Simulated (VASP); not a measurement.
# F (C2/m) in VASP: a series of runs

The runs below take F through single point, with PBEsol.

All numbers are computed with VASP 6.6.1; they aren't measurements. Logs are shortened: lines on timing, memory, paths and dates and some standing lists are left out, and cuts for length are marked.

## 1. The cell of the first run

Symmetry: C2/m, No. 12, monoclinic system. Conventional cell: a = 6.389 Å, b = 3.661 Å, c = 7.712 Å, α = 90.00°, β = 112.50°, γ = 90.00°. Within 2.1 Å of F (site symmetry m) lie 1 F at 1.58 Å. Within 1.9 Å of F (site symmetry m) lie 1 F at 1.44 Å.

## 2. Single point, PBEsol

Contents of INCAR:

```
SYSTEM = F
ALGO = Normal ; EDIFF = 1E-7
ENCUT = 520 ; GGA = PS
ISIF = 2 ; ISMEAR = 0
LASPH = .True. ; LCHARG = .False.
LREAL = .False. ; LWAVE = .False.
NBANDS = 22 ; NELM = 80
PREC = Accurate ; SIGMA = 0.05
```

Contents of KPOINTS:

```
k-points
0
Gamma
  4 4 2
  0 0 0
```

Contents of POSCAR:

```
F
1.0
    3.1849756493     -1.8305146634     -0.2456527984
    3.1849756493      1.8305146634     -0.2456527984
   -2.3948583866      0.0000000000      7.3307098205
F
4
Direct
    0.0848459664      0.0848459664      0.1059920108
    0.9151540336      0.9151540336      0.8940079892
    0.5015719855      0.5015719855      0.5937195244
    0.4984280145      0.4984280145      0.4062804756
```

Potentials or basis: VASP PAW PBE potentials, release 64 (F).

Run with:

```bash
> cat potpaw_PBE.64/F/POTCAR > POTCAR
> mpirun -np 1 vasp_std > vasp.out
```

OUTCAR:

```text
SYSTEM = F
   EDIFF = 1E-7
   ENCUT = 520
   GGA = PS
   ISIF = 2
   ISMEAR = 0
   LASPH = .True.
   LREAL = .False.
   NELM = 80
   PREC = Accurate

 ion  position               nearest neighbor table
   1  0.085  0.085  0.106-   2 1.58
   2  0.915  0.915  0.894-   1 1.58
   3  0.502  0.502  0.594-   4 1.44
   4  0.498  0.498  0.406-   3 1.44

  LATTYP: Found a base centered monoclinic cell.
 ALAT       =     6.3888700672
 B/A-ratio  =     0.5730323654
 C/A-ratio  =     1.2070962569
 COS(beta)  =    -0.3827161857

  Lattice vectors:

 A1 = (   3.1849756493,  -1.8305146634,  -0.2456527984)
 A2 = (   3.1849756493,   1.8305146634,  -0.2456527984)
 A3 = (  -2.3948583866,   0.0000000000,   7.3307098205)

Analysis of symmetry for initial positions (statically):
=====================================================================
 Subroutine PRICEL returns:
 Original cell was already a primitive cell.

 Routine SETGRP: Setting up the symmetry group for a
 base centered monoclinic supercell.

 Subroutine GETGRP returns: Found  4 space group operations
 (whereof  4 operations were pure point group operations)
 out of a pool of  4 trial point group operations.

The static configuration has the point symmetry C_2h.

Analysis of symmetry for dynamics (positions and initial velocities):
=====================================================================
 Subroutine PRICEL returns:
 Original cell was already a primitive cell.

 Routine SETGRP: Setting up the symmetry group for a
 base centered monoclinic supercell.

 Subroutine GETGRP returns: Found  4 space group operations
 (whereof  4 operations were pure point group operations)
 out of a pool of  4 trial point group operations.

The dynamic configuration has the point symmetry C_2h.

 Subroutine INISYM returns: Found  4 space group operations
 (whereof  4 operations are pure point group operations),
 and found     1 'primitive' translations

----------------------------------------------------------------------------------------

                                     Primitive cell

  volume of cell :      83.3244

  direct lattice vectors                    reciprocal lattice vectors
     3.184975649 -1.830514663 -0.245652798     0.161044926 -0.273147225  0.052611521
     3.184975649  1.830514663 -0.245652798     0.161044926  0.273147225  0.052611521
    -2.394858387  0.000000000  7.330709821     0.010793262  0.000000000  0.139938472

  length of vectors
     3.681738600  3.681738600  7.711981144     0.321423158  0.321423158  0.140354090

  position of ions in fractional coordinates (direct lattice)
     0.084845966  0.084845966  0.105992011
     0.915154034  0.915154034  0.894007989
     0.501571985  0.501571985  0.593719524
     0.498428014  0.498428014  0.406280476

  ion indices of the primitive-cell ions
   primitive index   ion index
                 1           1
                 2           2
                 3           3
                 4           4

----------------------------------------------------------------------------------------

 KPOINTS: k-points

Automatic generation of k-mesh.
 Grid dimensions read from file:
 generate k-points for:    4    4    2

 Generating k-lattice:

  Cartesian coordinates                     Fractional coordinates (reciprocal lattice)
     0.040261231 -0.068286806  0.013152880     0.250000000 -0.000000000  0.000000000
     0.040261231  0.068286806  0.013152880    -0.000000000  0.250000000  0.000000000
     0.005396631  0.000000000  0.069969236     0.000000000  0.000000000  0.500000000

  Length of vectors
     0.080355790  0.080355790  0.070177045

  Shift w.r.t. Gamma in fractional coordinates (k-lattice)
     0.000000000  0.000000000  0.000000000

 Subroutine IBZKPT returns following result:
 ===========================================

 Found     14 irreducible k-points:

 Following reciprocal coordinates:
            Coordinates               Weight
  0.000000  0.000000  0.000000      1.000000
  0.250000  0.000000  0.000000      4.000000
  0.500000  0.000000  0.000000      2.000000
  0.250000  0.250000  0.000000      2.000000
  0.500000  0.250000  0.000000      4.000000
 -0.250000  0.250000  0.000000      2.000000
  0.500000  0.500000  0.000000      1.000000
 -0.000000 -0.000000  0.500000      1.000000
  0.250000 -0.000000  0.500000      4.000000
  0.500000  0.000000  0.500000      2.000000
  0.250000  0.250000  0.500000      2.000000
  0.500000  0.250000  0.500000      4.000000
 -0.250000  0.250000  0.500000      2.000000
  0.500000  0.500000  0.500000      1.000000
   k-points           NKPTS =     14   k-points in BZ     NKDIM =     14   number of bands    NBANDS=     22
   number of dos      NEDOS =    301   number of ions     NIONS =      4
   total plane-waves  NPLWV =  47040
   dimension x,y,z NGX =    28 NGY =   28 NGZ =   60
   dimension x,y,z NGXF=    56 NGYF=   56 NGZF=  120
   ions per type =               4
   NGX,Y,Z   is equivalent  to a cutoff of  12.64, 12.64, 12.93 a.u.
   NGXF,Y,Z  is equivalent  to a cutoff of  25.29, 25.29, 25.87 a.u.
 SYSTEM =  F
   PREC   = accura    normal or accurate (medium, high low for compatibility)
   ISTART =      0    job   : 0-new  1-cont  2-samecut
   ICHARG =      2    charge: 1-file 2-atom 10-const
   ISPIN  =      1    spin polarized calculation?
   LNONCOLLINEAR =      F non collinear calculations
   LSORBIT =      F    spin-orbit coupling
   LASPH  =      T    aspherical Exc in radial PAW
   ENCUT  =  520.0 eV  38.22 Ry    6.18 a.u.   6.85  6.85 14.34*2*pi/ulx,y,z
   NELM   =     80;   NELMIN=  2; NELMDL= -5     # of ELM steps
   EDIFF  = 0.1E-06   stopping-criterion for ELM
   LREAL  =      F    real-space projection
   EDIFFG = 0.1E-05   stopping-criterion for IOM
   NSW    =      0    number of steps for IOM
   IBRION =     -1    ionic relax: 0-MD 1-quasi-New 2-CG
   NFREE  =      0    steps in history (QN), initial steepest desc. (CG)
   ISIF   =      2    stress and relaxation
   ISYM   =      2    0-nonsym 1-usesym 2-fastsym
   POTIM  = 0.5000    time-step for ionic-motion
   TEBEG  =    0.0;   TEEND  =   0.0 temperature during run
   PSTRESS=    0.0 pullay stress
   NELECT =      28.0000    total number of electrons
   NUPDOWN=      -1.0000    fix difference up-down
   EMIN   =  10.00;   EMAX   =-10.00  energy-range for DOS
   EFERMI =   0.00;   METHOD = LEGACY
   ISMEAR =     0;   SIGMA  =   0.05  broadening in eV -4-tet -1-fermi 0-gaus
   EFERMI_NEDOS =   21; number of points for ismear=-14 and -15
   IALGO  =     38    algorithm
   IMIX   =      4    mixing-type and parameters
     AMIX     =   0.40;   BMIX     =  1.00
     AMIX_MAG =   1.60;   BMIX_MAG =  1.00
  volume/ion in A,a.u.               =      20.83       140.58
  Fermi-wavevector in a.u.,A,eV,Ry     =   1.138160  2.150811 17.625108  1.295409
  Thomas-Fermi vector in A             =   2.274865
   LORBIT       =      0    0 simple, 1 ext, 2 COOP (PROOUT), +10 PAW based schemes
   GGA     = PS    functional components
   LHFCALC =     F    Hartree Fock is set to
   AEXX    =    0.0000 exact exchange contribution
   IVDW    =     0    specifies the selected vdW correction
   LEPSILON=     F    determine dielectric tensor
   LRPA    =     F    only Hartree local field effects (RPA)
 non-spin polarized calculation
 Gauss-broadening in eV      SIGMA  =   0.05
  energy-cutoff  :      520.00
  volume of cell :       83.32
 maximum number of plane-waves:      2272
   NGX = 13   NGY = 13   NGZ = 29

 number of electron      27.9999989 magnetization

 Free energy of the ion-electron system (eV)
  ---------------------------------------------------
  ext. energy  EPLUGINS =         0.00000000
  ---------------------------------------------------
  free energy    TOTEN  =        -7.43416343 eV

  energy without entropy =       -7.43416343  energy(sigma->0) =       -7.43416343

 E-fermi :  -6.2190     XC(G=0):  -6.4930

 val. band max:       -6.4579653870   @ k =   0.5000   0.5000   0.0000
 cond. band min:      -4.8739713623   @ k =   0.0000   0.0000   0.0000
 fundamental gap:      1.5839940247
 Fermi energy:        -6.2189825801

 k-point     1 :       0.0000    0.0000    0.0000
  band No.  band energies     occupation
      1     -30.8310      2.00000
      2     -29.0420      2.00000
      3     -25.2301      2.00000
      4     -24.8397      2.00000
      5     -12.5479      2.00000
      6     -11.4769      2.00000
[... 14 lines left out ...]
     21      12.8925      0.00000
     22      13.4579      0.00000

 k-point     2 :       0.2500    0.0000    0.0000
  band No.  band energies     occupation
      1     -30.8179      2.00000
      2     -29.0285      2.00000
      3     -25.2076      2.00000
      4     -24.8479      2.00000
      5     -12.5152      2.00000
      6     -11.5129      2.00000
[... 14 lines left out ...]
     21      10.6683      0.00000
     22      12.1464      0.00000

 k-point     3 :       0.5000    0.0000    0.0000
  band No.  band energies     occupation
      1     -30.8047      2.00000
      2     -29.0147      2.00000
      3     -25.1838      2.00000
      4     -24.8571      2.00000
      5     -12.4792      2.00000
      6     -11.5530      2.00000
[... 14 lines left out ...]
     21       9.3678      0.00000
     22       9.7199      0.00000
[... 226 lines left out ...]
 k-point    13 :      -0.2500    0.2500    0.5000
  band No.  band energies     occupation
      1     -30.8047      2.00000
      2     -29.0145      2.00000
      3     -25.1838      2.00000
      4     -24.8568      2.00000
      5     -12.4771      2.00000
      6     -11.5487      2.00000
[... 14 lines left out ...]
     21       9.8053      0.00000
     22       9.9035      0.00000

 k-point    14 :       0.5000    0.5000    0.5000
  band No.  band energies     occupation
      1     -30.8019      2.00000
      2     -29.0129      2.00000
      3     -25.1893      2.00000
      4     -24.8668      2.00000
      5     -12.4952      2.00000
      6     -11.5797      2.00000
[... 14 lines left out ...]
     21       8.4978      0.00000
     22       8.5714      0.00000

------------------------ aborting loop because EDIFF is reached ----------------------------------------

  FORCE on cell =-STRESS in cart. coord.  units (eV):
  Direction    XX          YY          ZZ          XY          YZ          ZX
  --------------------------------------------------------------------------------------
  -------------------------------------------------------------------------------------
  Total       -1.2375265     -0.2792562     -6.4805784      0.0000000      0.0000000     -1.5858868
  in kB      -23.7953938     -5.3695906   -124.6097876      0.0000000      0.0000000    -30.4937316
  external PRESSURE =     -51.2582573 kB  Pullay stress =       0.0000000 kB

 VOLUME and BASIS-vectors are now :
 -----------------------------------------------------------------------------
  energy-cutoff  :      520.00
  volume of cell :       83.32
      direct lattice vectors                 reciprocal lattice vectors
     3.184975649 -1.830514663 -0.245652798     0.161044926 -0.273147225  0.052611521
     3.184975649  1.830514663 -0.245652798     0.161044926  0.273147225  0.052611521
    -2.394858387  0.000000000  7.330709821     0.010793262  0.000000000  0.139938472

 POSITION                                       TOTAL-FORCE (eV/Angst)
 -----------------------------------------------------------------------------------
      0.28663      0.00000      0.73531        -1.236051      0.000000     -3.271029
      3.68846      0.00000      6.10409         1.236051      0.000000      3.271029
      1.77311      0.00000      4.10596         0.320332      0.000000     -0.864456
      2.20198      0.00000      2.73344        -0.320332      0.000000      0.864456
 -----------------------------------------------------------------------------------
    total drift:                               -0.000000     -0.000000     -0.000000

  FREE ENERGIE OF THE ION-ELECTRON SYSTEM (eV)
  ---------------------------------------------------
  free  energy   TOTEN  =        -7.4341634350 eV

  energy  without entropy=       -7.4341634350  energy(sigma->0) =       -7.43416343
```

Wall time 12 s (1 thread of Intel Xeon 6975P-C (Granite Rapids), shared host); peak memory 0.19 GiB.

What came out:

```yaml
Free_energy: -7.4342 eV
Pressure: -5.1 GPa
Largest_force: 3.497 eV/Å
Band_gap_on_the_k_mesh: 1.58 eV, indirect (least direct gap 1.66 eV)
```

Forces in eV/Å, atoms in the order of the input:
```
F   -1.236  0.000 -3.271
F    1.236  0.000  3.271
F    0.320  0.000 -0.864
F   -0.320  0.000  0.864
```

Levels at points of the mesh, in eV from the valence-band top:
| k point | band 12 | band 13 | band 14 | band 15 | band 16 | band 17 |
| --- | --- | --- | --- | --- | --- | --- |
| (0.00, 0.00, 0.00) | -0.15 | -0.09 | -0.07 | 1.58 | 3.05 | 8.87 |
| (0.50, 0.00, 0.00) | -0.27 | -0.20 | -0.20 | 1.72 | 3.04 | 12.59 |
| (0.50, 0.50, 0.00) | -0.27 | -0.15 | 0.00 | 1.69 | 3.03 | 12.94 |
| (0.00, 0.00, 0.50) | -0.18 | -0.14 | -0.10 | 1.66 | 2.98 | 9.57 |
| (0.50, 0.00, 0.50) | -0.31 | -0.17 | -0.04 | 1.68 | 3.05 | 12.55 |
| (0.50, 0.50, 0.50) | -0.29 | -0.16 | -0.10 | 1.73 | 3.04 | 12.56 |

Caveat: the k points lie up to 0.50 Å⁻¹ apart; the PAW data sets were made with another functional, which shifts forces and pressure a little.

(Continued in part 2 of 3.)
